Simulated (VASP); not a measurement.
# SnSe2 (P-3m1) in VASP: further runs

Runs on SnSe2. Level: PBE. Tasks: single point.

All numbers are computed with VASP 6.6.1; they aren't measurements. Logs are shortened: lines on timing, memory, paths and dates and some standing lists are left out, and cuts for length are marked.

## (1) The cell of the first run

The structure is trigonal, space group P-3m1 (No. 164). Conventional cell: a = 3.861 Å, b = 3.861 Å, c = 6.217 Å, α = 90.00°, β = 90.00°, γ = 120.00°. Within 3.6 Å of Sn (site symmetry -3m) lie 6 Se at 2.71 Å. Within 3.6 Å of Se (site symmetry 3m) lie 3 Sn at 2.71 Å.

## (2) Single point, PBE

Contents of INCAR:

```
PREC = Accurate
ENCUT = 520
EDIFF = 1E-7
ISMEAR = 0
SIGMA = 0.01
LREAL = False
LASPH = True
NELM = 60
ALGO = Normal
ISIF = 2
LWAVE = False
LCHARG = False
GGA = PE
NBANDS = 20
```

Contents of KPOINTS:

```
Automatic mesh
0
Gamma
  6 6 4
```

Contents of POSCAR:

```
SnSe2
1.0
    3.8611504880      0.0000000000      0.0000000000
   -1.9305752440      3.3438545990      0.0000000000
    0.0000000000      0.0000000000      6.2167461018
Sn Se
1 2
Direct
    0.0000000000      0.0000000000      0.0000000000
    0.3333333333      0.6666666667      0.2490000000
    0.6666666667      0.3333333333      0.7510000000
```

Potentials or basis: VASP PAW PBE potentials, release 64 (Sn_d, Se).

Command:

```bash
cat potpaw_PBE.64/Sn_d/POTCAR potpaw_PBE.64/Se/POTCAR > POTCAR
mpirun -np 1 vasp_std > vasp.out
```

OUTCAR:

```text
PREC = Accurate
   ENCUT = 520
   EDIFF = 1E-7
   ISMEAR = 0
   LREAL = False
   LASPH = True
   NELM = 60
   ISIF = 2
   GGA = PE

 ion  position               nearest neighbor table
   1  0.000  0.000  0.000-   2 2.71   3 2.71   3 2.71   2 2.71   3 2.71   2 2.71
   2  0.333  0.667  0.249-   1 2.71   1 2.71   1 2.71
   3  0.667  0.333  0.751-   1 2.71   1 2.71   1 2.71

  LATTYP: Found a hexagonal cell.
 ALAT       =     3.8611504880
 C/A-ratio  =     1.6100760955

  Lattice vectors:

 A1 = (   3.8611504880,   0.0000000000,   0.0000000000)
 A2 = (  -1.9305752440,   3.3438545990,   0.0000000000)
 A3 = (   0.0000000000,   0.0000000000,   6.2167461018)

Analysis of symmetry for initial positions (statically):
=====================================================================
 Subroutine PRICEL returns:
 Original cell was already a primitive cell.

 Routine SETGRP: Setting up the symmetry group for a
 hexagonal supercell.

 Subroutine GETGRP returns: Found 12 space group operations
 (whereof 12 operations were pure point group operations)
 out of a pool of 24 trial point group operations.

The static configuration has the point symmetry D_3d.

Analysis of symmetry for dynamics (positions and initial velocities):
=====================================================================
 Subroutine PRICEL returns:
 Original cell was already a primitive cell.

 Routine SETGRP: Setting up the symmetry group for a
 hexagonal supercell.

 Subroutine GETGRP returns: Found 12 space group operations
 (whereof 12 operations were pure point group operations)
 out of a pool of 24 trial point group operations.

The dynamic configuration has the point symmetry D_3d.

 Subroutine INISYM returns: Found 12 space group operations
 (whereof 12 operations are pure point group operations),
 and found     1 'primitive' translations

----------------------------------------------------------------------------------------

                                     Primitive cell

  volume of cell :      80.2652

  direct lattice vectors                    reciprocal lattice vectors
     3.861150488  0.000000000  0.000000000     0.258990164  0.149528033  0.000000000
    -1.930575244  3.343854599  0.000000000     0.000000000  0.299056066  0.000000000
     0.000000000  0.000000000  6.216746102     0.000000000  0.000000000  0.160855853
[... 81 lines left out ...]
   LSORBIT =      F    spin-orbit coupling
   LASPH  =      T    aspherical Exc in radial PAW
   ENCUT  =  520.0 eV  38.22 Ry    6.18 a.u.   7.18  7.18 11.56*2*pi/ulx,y,z
   NELM   =     60;   NELMIN=  2; NELMDL= -5     # of ELM steps
   EDIFF  = 0.1E-06   stopping-criterion for ELM
   LREAL  =      F    real-space projection
   EDIFFG = 0.1E-05   stopping-criterion for IOM
   NSW    =      0    number of steps for IOM
   IBRION =     -1    ionic relax: 0-MD 1-quasi-New 2-CG
   NFREE  =      0    steps in history (QN), initial steepest desc. (CG)
   ISIF   =      2    stress and relaxation
   ISYM   =      2    0-nonsym 1-usesym 2-fastsym
   POTIM  = 0.5000    time-step for ionic-motion
   TEBEG  =    0.0;   TEEND  =   0.0 temperature during run
   PSTRESS=    0.0 pullay stress
   NELECT =      26.0000    total number of electrons
   NUPDOWN=      -1.0000    fix difference up-down
   EMIN   =  10.00;   EMAX   =-10.00  energy-range for DOS
   EFERMI =   0.00;   METHOD = LEGACY
   ISMEAR =     0;   SIGMA  =   0.01  broadening in eV -4-tet -1-fermi 0-gaus
   EFERMI_NEDOS =   21; number of points for ismear=-14 and -15
   IALGO  =     38    algorithm
   IMIX   =      4    mixing-type and parameters
     AMIX     =   0.40;   BMIX     =  1.00
     AMIX_MAG =   1.60;   BMIX_MAG =  1.00
  volume/ion in A,a.u.               =      26.76       180.55
  Fermi-wavevector in a.u.,A,eV,Ry     =   1.124321  2.124658 17.199084  1.264097
  Thomas-Fermi vector in A             =   2.260992
   LORBIT       =      0    0 simple, 1 ext, 2 COOP (PROOUT), +10 PAW based schemes
   GGA     = PE    functional components
   LHFCALC =     F    Hartree Fock is set to
   AEXX    =    0.0000 exact exchange contribution
   IVDW    =     0    specifies the selected vdW correction
   LEPSILON=     F    determine dielectric tensor
   LRPA    =     F    only Hartree local field effects (RPA)
 non-spin polarized calculation
 Gauss-broadening in eV      SIGMA  =   0.01
  energy-cutoff  :      520.00
  volume of cell :       80.27
 maximum number of plane-waves:      2202
 NGX is ok and might be reduce to    30
   NGX = 15   NGY = 15   NGZ = 23

 number of electron      25.9999990 magnetization

 Free energy of the ion-electron system (eV)
  ---------------------------------------------------
  ext. energy  EPLUGINS =         0.00000000
  ---------------------------------------------------
  free energy    TOTEN  =       -11.81687963 eV

  energy without entropy =      -11.81687963  energy(sigma->0) =      -11.81687963

 E-fermi :   3.7852     XC(G=0):  -9.2758

 val. band max:        3.7447167997   @ k =   0.0000   0.0000   0.0000
 cond. band min:       4.5283973752   @ k =   0.5000   0.0000   0.2500
 fundamental gap:      0.7836805755
 Fermi energy:         3.7852003696

 k-point     1 :       0.0000    0.0000    0.0000
  band No.  band energies     occupation
      1     -17.4620      2.00000
      2     -17.4620      2.00000
      3     -17.4314      2.00000
      4     -17.4179      2.00000
      5     -17.4179      2.00000
      6      -9.9537      2.00000
[... 541 lines left out ...]
     19      12.7430      0.00000
     20      12.7715      0.00000

------------------------ aborting loop because EDIFF is reached ----------------------------------------

  FORCE on cell =-STRESS in cart. coord.  units (eV):
  Direction    XX          YY          ZZ          XY          YZ          ZX
  --------------------------------------------------------------------------------------
  -------------------------------------------------------------------------------------
  Total        1.0973921      1.0973922      1.8285742      0.0000000      0.0000000      0.0000000
  in kB       21.9050960     21.9050985     36.5002570      0.0000000      0.0000000      0.0000000
  external PRESSURE =      26.7701505 kB  Pullay stress =       0.0000000 kB

 VOLUME and BASIS-vectors are now :
 -----------------------------------------------------------------------------
  energy-cutoff  :      520.00
  volume of cell :       80.27
      direct lattice vectors                 reciprocal lattice vectors
     3.861150488  0.000000000  0.000000000     0.258990164  0.149528033  0.000000000
    -1.930575244  3.343854599  0.000000000     0.000000000  0.299056066  0.000000000
     0.000000000  0.000000000  6.216746102     0.000000000  0.000000000  0.160855853

 POSITION                                       TOTAL-FORCE (eV/Angst)
 -----------------------------------------------------------------------------------
      0.00000      0.00000      0.00000        -0.000000      0.000000      0.000000
     -0.00000      2.22924      1.54797         0.000000     -0.000000      0.420766
      1.93058      1.11462      4.66878         0.000000      0.000000     -0.420766
 -----------------------------------------------------------------------------------
    total drift:                               -0.000000     -0.000000      0.000000

  FREE ENERGIE OF THE ION-ELECTRON SYSTEM (eV)
  ---------------------------------------------------
  free  energy   TOTEN  =       -11.8168796332 eV

  energy  without entropy=      -11.8168796332  energy(sigma->0) =      -11.81687963
```

OSZICAR:

```text
N       E                     dE             d eps       ncg     rms          rms(c)
DAV:   1     0.204304696850E+03    0.20430E+03   -0.12228E+04  1004   0.145E+03
DAV:   2     0.112663005907E+02   -0.19304E+03   -0.18489E+03  1048   0.381E+02
DAV:   3    -0.112939939457E+02   -0.22560E+02   -0.22068E+02  1156   0.112E+02
DAV:   4    -0.120712605203E+02   -0.77727E+00   -0.77583E+00  1160   0.221E+01
DAV:   5    -0.120902732330E+02   -0.19013E-01   -0.19011E-01  1300   0.364E+00    0.494E+00
DAV:   6    -0.118332279461E+02    0.25705E+00   -0.52600E-01  1456   0.743E+00    0.318E+00
DAV:   7    -0.118162542914E+02    0.16974E-01   -0.15841E-01  1124   0.247E+00    0.103E+00
DAV:   8    -0.118162857417E+02   -0.31450E-04   -0.12359E-02  1212   0.107E+00    0.275E-01
DAV:   9    -0.118168333543E+02   -0.54761E-03   -0.15489E-03  1104   0.307E-01    0.859E-02
DAV:  10    -0.118168451405E+02   -0.11786E-04   -0.12071E-04  1300   0.752E-02    0.339E-02
DAV:  11    -0.118168784032E+02   -0.33263E-04   -0.44563E-05  1076   0.373E-02    0.803E-03
DAV:  12    -0.118168788178E+02   -0.41460E-06   -0.27942E-06  1272   0.113E-02    0.637E-03
DAV:  13    -0.118168794373E+02   -0.61952E-06   -0.23604E-06  1084   0.795E-03    0.283E-03
DAV:  14    -0.118168795626E+02   -0.12525E-06   -0.47272E-08   932   0.136E-03    0.132E-03
DAV:  15    -0.118168796332E+02   -0.70646E-07   -0.28202E-08   832   0.118E-03
   1 F= -.11816880E+02 E0= -.11816880E+02  d E =-.298762E-11
```

Wall time 20 s (1 thread of AMD EPYC 9R45 (Zen 5), shared host); peak memory 0.18 GiB.

What came out:

| Item | Value |
| --- | --- |
| Free energy | -11.8169 eV |
| Pressure | 2.7 GPa |
| Largest force | 0.421 eV/Å |
| Band gap on the k mesh | 0.78 eV, indirect (least direct gap 0.93 eV) |

Forces in eV/Å, atoms in the order of the input:
```
Sn   0.000  0.000  0.000
Se   0.000  0.000  0.421
Se   0.000  0.000 -0.421
```

Stress tensor (GPa, compression positive):
```
2.19 0.00 0.00
0.00 2.19 0.00
0.00 0.00 3.65
```

Caveat: spin-orbit coupling is left out, which moves the levels of the heavy elements; this functional lacks dispersion, which binds the layers, so the pressure and a relaxed spacing across them are unreliable.

## (3) Single point, PBE

This run uses another cell than the first one, of 27.27 Å³/atom, 1.019 times its volume.

INCAR, as its differences from that of step 2:

```diff
@@ -2,3 +2,3 @@
 ENCUT = 520
-EDIFF = 1E-7
+EDIFF = 1E-6
 ISMEAR = 0
```

KPOINTS is that of step 2.

Contents of POSCAR:

```
SnSe2
1.0
    3.8857444663      0.0000000000      0.0000000000
   -1.9428722331      3.3651536102      0.0000000000
    0.0000000000      0.0000000000      6.2563442784
Sn Se
1 2
Direct
    0.0000000000      0.0000000000      0.0000000000
    0.3333333333      0.6666666667      0.2490000000
    0.6666666667      0.3333333333      0.7510000000
```

Potentials or basis: VASP PAW PBE potentials, release 64 (Sn_d, Se).

Command:

```bash
cat potpaw_PBE.64/Sn_d/POTCAR potpaw_PBE.64/Se/POTCAR > POTCAR
mpirun -np 1 vasp_std > vasp.out
```

Wall time 18 s (1 thread of AMD EPYC 9R45 (Zen 5), shared host); peak memory 0.18 GiB.

The run converged. Its results:

```
Free energy            : -11.8367 eV
Pressure               : 1.4 GPa
Largest force          : 0.254 eV/Å
Band gap on the k mesh : 0.77 eV, indirect (least direct gap 0.86 eV)
```

Forces in eV/Å, atoms in the order of the input:
```
Sn   0.000  0.000  0.000
Se   0.000  0.000  0.254
Se   0.000  0.000 -0.254
```

Stress tensor (GPa, compression positive):
```
0.92 0.00 0.00
0.00 0.92 0.00
0.00 0.00 2.41
```

Levels at points of the mesh, in eV from the valence-band top:
```tsv
k point	band 11	band 12	band 13	band 14	band 15	band 16
(0.00, 0.00, 0.00)	-0.34	-0.34	0.00	0.86	2.93	4.54
(0.50, 0.00, 0.00)	-2.45	-1.05	-0.26	1.10	3.76	5.36
(0.00, 0.00, 0.50)	-0.70	-0.20	-0.20	2.20	2.85	4.30
(0.50, 0.00, 0.50)	-1.85	-0.73	-0.61	0.80	4.24	4.86
```

Caveat: spin-orbit coupling is left out, which moves the levels of the heavy elements; this functional lacks dispersion, which binds the layers, so the pressure and a relaxed spacing across them are unreliable. A k mesh can miss the band edges.
